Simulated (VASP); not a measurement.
# SiHC (P-6m2) in VASP: further runs, part 2 of 2

VASP 6.6.1. The steps go on from the part before.

## 6. Relaxation of cell and atoms, PBE

This run uses another cell than the first one, of 6.96 Å³/atom, 1.005 times its volume.

INCAR

```
ALGO = Normal
EDIFF = 1E-7
EDIFFG = -0.01
ENCUT = 600
GGA = PE
IBRION = 2
ISIF = 3
ISMEAR = 0
LASPH = T
LCHARG = F
LREAL = F
LWAVE = F
NELM = 60
NSW = 100
PREC = Accurate
SIGMA = 0.1
```

KPOINTS

```
k-points
0
Gamma
  18 18 18
```

POSCAR

```
SiHC
1.0
    3.0227896331      0.0000000000      0.0000000000
   -1.5113948165      2.6178126126      0.0000000000
    0.0000000000      0.0000000000      2.6381383054
Si H C
1 1 1
Direct
    0.3333333333      0.6666666667      0.5000000000
    0.6666666667      0.3333333333      0.5000000000
    0.0000000000      0.0000000000      0.0000000000
```

Potentials or basis: VASP PAW PBE potentials, release 64 (Si, H, C).

Launch:

```sh
> cat potpaw_PBE.64/Si/POTCAR potpaw_PBE.64/H/POTCAR potpaw_PBE.64/C/POTCAR > POTCAR
> mpirun -np 1 vasp_std > vasp.out
```

OUTCAR:

```text
EDIFF = 1E-7
   EDIFFG = -0.01
   ENCUT = 600
   GGA = PE
   IBRION = 2
   ISIF = 3
   ISMEAR = 0
   LASPH = T
   LREAL = F
   NELM = 60
   NSW = 100
   PREC = Accurate

 ion  position               nearest neighbor table
   1  0.333  0.667  0.500-   2 1.75   2 1.75   2 1.75   3 2.19   3 2.19   3 2.19   3 2.19   3 2.19
                             3 2.19
   2  0.667  0.333  0.500-   1 1.75   1 1.75   1 1.75
   3  0.000  0.000  0.000-   1 2.19   1 2.19   1 2.19   1 2.19   1 2.19   1 2.19

  LATTYP: Found a hexagonal cell.
 ALAT       =     3.0227896331
 C/A-ratio  =     0.8727495544

  Lattice vectors:

 A1 = (   3.0227896331,   0.0000000000,   0.0000000000)
 A2 = (  -1.5113948165,   2.6178126126,   0.0000000000)
 A3 = (   0.0000000000,   0.0000000000,   2.6381383054)

Analysis of symmetry for initial positions (statically):
=====================================================================
 Subroutine PRICEL returns:
 Original cell was already a primitive cell.

 Routine SETGRP: Setting up the symmetry group for a
 hexagonal supercell.

 Subroutine GETGRP returns: Found 12 space group operations
 (whereof 12 operations were pure point group operations)
 out of a pool of 24 trial point group operations.

The static configuration has the point symmetry D_3h.

Analysis of symmetry for dynamics (positions and initial velocities):
=====================================================================
 Subroutine PRICEL returns:
 Original cell was already a primitive cell.

 Routine SETGRP: Setting up the symmetry group for a
 hexagonal supercell.

 Subroutine GETGRP returns: Found 12 space group operations
 (whereof 12 operations were pure point group operations)
 out of a pool of 24 trial point group operations.

The dynamic configuration has the point symmetry D_3h.

 Subroutine INISYM returns: Found 12 space group operations
[... 448 lines left out ...]
    total drift:                               -0.000000      0.000000      0.000000

  FREE ENERGIE OF THE ION-ELECTRON SYSTEM (eV)
  ---------------------------------------------------
  free  energy   TOTEN  =       -13.8992937541 eV

  energy  without entropy=      -13.8944773062  energy(sigma->0) =      -13.89688553

--------------------------------------- Ionic step        2  -------------------------------------------

 number of electron       9.0000000 magnetization

 Free energy of the ion-electron system (eV)
  ---------------------------------------------------
  ext. energy  EPLUGINS =         0.00000000
  ---------------------------------------------------
  free energy    TOTEN  =       -13.89952886 eV

  energy without entropy =      -13.89466896  energy(sigma->0) =      -13.89709891

 E-fermi :   9.9449     XC(G=0): -12.1941

 val. band max:        9.9437125105   @ k =   0.3889   0.2222   0.2222
 cond. band min:       9.9540700037   @ k =   0.2222   0.2222   0.3889
 fundamental gap:      0.0103574932
 Fermi energy:         9.9448748358

 k-point     1 :       0.0000    0.0000    0.0000
  band No.  band energies     occupation
      1      -7.4685      2.00000
      2       8.2609      2.00000
      3       8.5960      2.00000
      4       8.5960      2.00000
      5       9.3081      2.00000
      6      13.9625      0.00000
      7      14.4151      0.00000
      8      14.4151      0.00000
[... 243 lines left out ...]
 k-point    24 :       0.3889    0.1111    0.0000
  band No.  band energies     occupation
      1      -3.6219      2.00000
      2      -1.0892      2.00000
      3       4.0685      2.00000
      4       9.4897      2.00000
      5      11.0258      0.00000
      6      15.6572      0.00000
      7      18.6002      0.00000
      8      18.8038      0.00000

 [... further k-points ...]

------------------------ aborting loop because EDIFF is reached ----------------------------------------

  FORCE on cell =-STRESS in cart. coord.  units (eV):
  Direction    XX          YY          ZZ          XY          YZ          ZX
  --------------------------------------------------------------------------------------
  -------------------------------------------------------------------------------------
  Total        0.0103681      0.0103681     -0.0270578      0.0000000     -0.0000000      0.0000000
  in kB        0.7921791      0.7921791     -2.0673643      0.0000000     -0.0000000      0.0000000
  external PRESSURE =      -0.1610021 kB  Pullay stress =       0.0000000 kB

 VOLUME and BASIS-vectors are now :
 -----------------------------------------------------------------------------
  energy-cutoff  :      600.00
  volume of cell :       20.97
      direct lattice vectors                 reciprocal lattice vectors
     3.028315473  0.000000000 -0.000000000     0.330216587  0.190650635 -0.000000000
    -1.514157737  2.622598131  0.000000000    -0.000000000  0.381301271  0.000000000
     0.000000000 -0.000000000  2.640300192     0.000000000  0.000000000  0.378744812

 POSITION                                       TOTAL-FORCE (eV/Angst)
 -----------------------------------------------------------------------------------
     -0.00000      1.74840      1.32015        -0.000000      0.000000      0.000000
      1.51416      0.87420      1.32015        -0.000000     -0.000000      0.000000
      1.51416      2.62260     -0.00000         0.000000      0.000000     -0.000000
 -----------------------------------------------------------------------------------
    total drift:                               -0.000000      0.000000     -0.000000

  FREE ENERGIE OF THE ION-ELECTRON SYSTEM (eV)
  ---------------------------------------------------
  free  energy   TOTEN  =       -13.8995288650 eV

  energy  without entropy=      -13.8946689575  energy(sigma->0) =      -13.89709891

 reached required accuracy - stopping structural energy minimisation
```

OSZICAR:

```text
N       E                     dE             d eps       ncg     rms          rms(c)
DAV:   1     0.735800233364E+01    0.73580E+01   -0.47077E+03  5944   0.108E+03
DAV:   2    -0.140610072377E+02   -0.21419E+02   -0.20856E+02  8912   0.111E+02
DAV:   3    -0.144323838911E+02   -0.37138E+00   -0.36554E+00  7104   0.174E+01
[... 13 lines left out ...]
DAV:   2    -0.138995531362E+02    0.93477E-04   -0.30793E-04  6536   0.129E-01    0.366E-02
DAV:   3    -0.138995345634E+02    0.18573E-04   -0.28458E-05  7392   0.474E-02    0.145E-02
DAV:   4    -0.138995294446E+02    0.51188E-05   -0.57422E-06  7768   0.169E-02    0.479E-03
DAV:   5    -0.138995289559E+02    0.48869E-06   -0.25746E-07  6624   0.412E-03    0.215E-03
DAV:   6    -0.138995288650E+02    0.90965E-07   -0.36855E-08  3112   0.146E-03
   2 F= -.13899529E+02 E0= -.13897099E+02  d E =-.235111E-03
```

It took 37 s on 1 thread of Intel Xeon Platinum 8488C (Sapphire Rapids), shared host; peak memory 0.21 GiB.

Results:

| Property | Result |
| --- | --- |
| Free energy | -13.8995 eV |
| Relaxed volume | 6.99 Å³/atom |
| Relaxed cell | a = 3.028 Å, b = 3.028 Å, c = 2.640 Å, α = 90.00°, β = 90.00°, γ = 120.00° |
| Space group after relaxing (to 0.05 Å) | P-6m2 (No. 187) |
| Energy gained by relaxing | 0.1 meV/atom |
| Ionic steps | 2 |
| Pressure after relaxing | 0.0 GPa |

The path:
```tsv
step	energy change (eV)	largest force (eV/Å)	pressure (GPa)	volume (Å³)
1	0.0000	0.0000	0.71	20.88
2	-0.0002	0.0000	-0.02	20.97
```

Final structure:
```
CELL_PARAMETERS angstrom
3.02832 0.00000 0.00000
-1.51416 2.62260 0.00000
0.00000 0.00000 2.64030
ATOMIC_POSITIONS crystal
Si 0.33333 0.66667 0.50000
H 0.66667 0.33333 0.50000
C 0.00000 0.00000 0.00000
```

## 7. Relaxation of cell and atoms, PBE

This run uses another cell than the first one, of 13.95 Å³/atom, 2.015 times its volume.

INCAR

```
PREC     = Accurate       # precision mode
ENCUT    = 910            # plane-wave cutoff, eV
EDIFF    = 1E-7           # SCF threshold, eV
ISMEAR   = 0              # smearing method
SIGMA    = 0.1            # smearing width, eV
LREAL    = F              # projectors in reciprocal space
LASPH    = T              # aspherical terms in the spheres
NELM     = 120            # most SCF steps
ALGO     = Normal         # electronic algorithm
ISIF     = 3              # what is computed and relaxed
LWAVE    = F              # write WAVECAR
LCHARG   = F              # write CHGCAR
GGA      = PE             # functional
IBRION   = 2              # ionic algorithm
NSW      = 90             # ionic steps
EDIFFG   = -0.04          # ionic threshold
GGA_COMPAT= F            
NELMIN   = 4
```

KPOINTS

```
regular mesh
0
Gamma
  6 6 4
```

POSCAR

```
SiHC
1.0
    3.5156568000      0.0000000000      0.0000000000
   -1.7578284000      3.0446481000      0.0000000000
    0.0000000000      0.0000000000      3.9104681100
Si H C
1 1 1
Direct
    0.3333333300      0.6666666700      0.5000000000
    0.6666666700      0.3333333300      0.5000000000
    0.0000000000      0.0000000000      0.0000000000
```

Potentials or basis: VASP PAW PBE potentials, release 64 (Si, H_h, C_h).

Launch:

```sh
> cat potpaw_PBE.64/Si/POTCAR potpaw_PBE.64/H_h/POTCAR potpaw_PBE.64/C_h/POTCAR > POTCAR
> mpirun -np 1 vasp_std > vasp.out
```

OUTCAR:

```text
PREC = Accurate
   ENCUT = 910
   EDIFF = 1E-7
   ISMEAR = 0
   LREAL = F
   LASPH = T
   NELM = 120
   ISIF = 3
   GGA = PE
   IBRION = 2
   NSW = 90
   EDIFFG = -0.04
   NELMIN = 4

 ion  position               nearest neighbor table
   1  0.333  0.667  0.500-
   2  0.667  0.333  0.500-
   3  0.000  0.000  0.000-

  LATTYP: Found a hexagonal cell.
 ALAT       =     3.5156568000
 C/A-ratio  =     1.1123008679

  Lattice vectors:

 A1 = (   3.5156568000,   0.0000000000,   0.0000000000)
 A2 = (  -1.7578284000,   3.0446481000,   0.0000000000)
 A3 = (   0.0000000000,   0.0000000000,   3.9104681100)

Analysis of symmetry for initial positions (statically):
=====================================================================
 Subroutine PRICEL returns:
[... 178 lines left out ...]
 Fermi energy:         2.7228785660
[... 566 lines left out ...]
 k-point    21 :       0.3333    0.3333    0.5000
  band No.  band energies     occupation
      1       0.8723      2.00000
      2       1.1133      2.00000
      3       3.0332      2.00000
      4       4.3259      2.00000
      5       5.4650      2.00000
      6       6.0071      2.00000
      7      18.8687      0.00000
      8      20.2735      0.00000

[... ionic steps 4 to 18 ...]

--------------------------------------- Ionic step       19  -------------------------------------------

 number of electron       9.0000000 magnetization

------------------------ aborting loop because EDIFF is reached ----------------------------------------
[... 69 lines left out ...]
--------------------------------------- Ionic step       21  -------------------------------------------

 number of electron       9.0000000 magnetization

 Free energy of the ion-electron system (eV)
  ---------------------------------------------------
  ext. energy  EPLUGINS =         0.00000000
  ---------------------------------------------------
  free energy    TOTEN  =       -13.94251434 eV

  energy without entropy =      -13.93768489  energy(sigma->0) =      -13.94009962

 E-fermi :  10.5237     XC(G=0): -12.2698

 val. band max:       10.2995784210   @ k =   0.3333   0.3333   0.2500
 cond. band min:      10.5478244613   @ k =   0.1667   0.0000   0.5000
 fundamental gap:      0.2482460403
 Fermi energy:        10.5237252028
[... 259 lines left out ...]
  FREE ENERGIE OF THE ION-ELECTRON SYSTEM (eV)
  ---------------------------------------------------
  free  energy   TOTEN  =       -13.9425143444 eV

  energy  without entropy=      -13.9376848872  energy(sigma->0) =      -13.94009962

 reached required accuracy - stopping structural energy minimisation
```

It took 2.6 min on 1 thread of AMD EPYC 9R14 (Zen 4), shared host; peak memory 0.21 GiB.

Results:

* Free energy: -13.9425 eV
* Relaxed volume: 6.93 Å³/atom
* Relaxed cell: a = 3.031 Å, b = 3.031 Å, c = 2.611 Å, α = 90.00°, β = 90.00°, γ = 120.00°
* Space group after relaxing (to 0.05 Å): P-6m2 (No. 187)
* Energy gained by relaxing: 995.1 meV/atom
* Ionic steps: 21
* Pressure after relaxing: -0.1 GPa

Stress tensor (GPa, compression positive):
```
 0.20  0.00  0.00
 0.00  0.20  0.00
 0.00  0.00 -0.70
```

The path:
| step | energy change (eV) | largest force (eV/Å) | pressure (GPa) | volume (Å³) |
| --- | --- | --- | --- | --- |
| 1 | 0.0000 | 0.0000 | -22.84 | 41.86 |
| 2 | -1.5862 | 0.0000 | -22.21 | 30.93 |
| 3 | 2.8996 | 0.0000 | 280.08 | 12.16 |
| 4 | -2.0951 | 0.0000 | -18.72 | 26.98 |
| 5 | -2.1636 | 0.0000 | 29.63 | 18.96 |
| 6 | -2.4154 | 0.0000 | -5.31 | 23.00 |
| 7 | -2.4289 | 0.0000 | 0.11 | 22.07 |
| 8 | -2.7399 | 0.0000 | 9.36 | 20.15 |
| 9 | -2.8136 | 0.0000 | 15.58 | 19.47 |
| 10 | -2.7372 | 0.0000 | 33.54 | 18.09 |
| 11 | -2.8188 | 0.0000 | 19.05 | 19.14 |
| 12 | -2.9815 | 0.0000 | -4.51 | 21.28 |
| 13 | -2.9823 | 0.0000 | -2.39 | 21.02 |
| 14 | -2.9824 | 0.0000 | -2.04 | 20.98 |
| 15 | -2.9549 | 0.0000 | 7.21 | 20.06 |
| 16 | -2.9829 | 0.0000 | -1.46 | 20.92 |
| 17 | -2.9817 | 0.0000 | 2.57 | 20.49 |
| 18 | -2.9842 | 0.0000 | -0.54 | 20.82 |
| 19 | -2.9851 | 0.0000 | 0.98 | 20.65 |
| 20 | -2.9852 | 0.0000 | 0.51 | 20.71 |
| 21 | -2.9854 | 0.0000 | -0.10 | 20.78 |

Final structure:
```yaml
crystal:
  lattice:
    - [3.03119, 0.00000, 0.00000]
    - [-1.51559, 2.62509, 0.00000]
    - [0.00000, 0.00000, 2.61129]
  atoms:
    - { symbol: Si, position: [0.33333, 0.66667, 0.50000] }
    - { symbol: H, position: [0.66667, 0.33333, 0.50000] }
    - { symbol: C, position: [0.00000, 0.00000, 0.00000] }
```

Caveat: the k points lie up to 0.60 Å⁻¹ apart in the final cell; the cutoff is under 1.25 times the usual one of these potentials, so pressure, stress and relaxed cells hold a basis-set (Pulay) error; the volume moved by over 15 % at a fixed basis, so the end points are rough.

## 8. The runs side by side

| task | potentials or basis | cell | k mesh | cutoff (eV) | smearing | second run | gap on the mesh (eV) | pressure (GPa) | relaxed volume (Å³/atom) |
| --- | --- | --- | --- | --- | --- | --- | --- | --- | --- |
| single point | VASP PAW PBE potentials, release 64 (Si, H, C) | a = 3.032, b = 3.032, c = 2.608 Å, angles 90.0, 90.0, 120.0°, 3 atoms | 6 × 6 × 4 | 520 | gaussian 0.1 eV | - | none | 0.0 | - |
| relaxation of cell and atoms | VASP PAW PBE potentials, release 64 (Si, H, C) | relaxed from a = 3.516, b = 3.516, c = 3.910 Å, angles 90.0, 90.0, 120.0°, 3 atoms | 6 × 6 × 4 | 600 | gaussian 0.1 eV | - | none | 0.2 | 6.90 |
| single point | VASP PAW PBE potentials, release 64 (Si, H, C) | a = 3.030, b = 3.030, c = 5.274 Å, angles 90.0, 90.0, 120.0°, 6 atoms | 12 × 12 × 4 | 520 | gaussian 0.2 eV | - | none | -0.2 | - |
| single point | VASP PAW PBE potentials, release 64 (Si, H, C) | a = 3.030, b = 3.030, c = 2.637 Å, angles 90.0, 90.0, 120.0°, 3 atoms | 18 × 18 × 18 | 520 | gaussian 0.1 eV | - | none | 0.1 | - |
| relaxation of cell and atoms | VASP PAW PBE potentials, release 64 (Si, H, C) | relaxed from a = 3.023, b = 3.023, c = 2.638 Å, angles 90.0, 90.0, 120.0°, 3 atoms | 18 × 18 × 18 | 600 | gaussian 0.1 eV | - | none | 0.0 | 6.99 |
| relaxation of cell and atoms | VASP PAW PBE potentials, release 64 (Si, H_h, C_h) | relaxed from a = 3.516, b = 3.516, c = 3.910 Å, angles 90.0, 90.0, 120.0°, 3 atoms | 6 × 6 × 4 | 910 | gaussian 0.1 eV | hard_potentials | none | -0.1 | 6.93 |

Alike in all rows: level PBE; no spin polarisation.

Caveats: some runs use coarse meshes; the volume moved by over 15 % at a fixed basis, so the end points are rough (some runs); the cutoff is under 1.25 times the usual one of these potentials, so pressure, stress and relaxed cells hold a basis-set (Pulay) error (some runs).

Absolute energies hang on the potentials; compare differences alone.
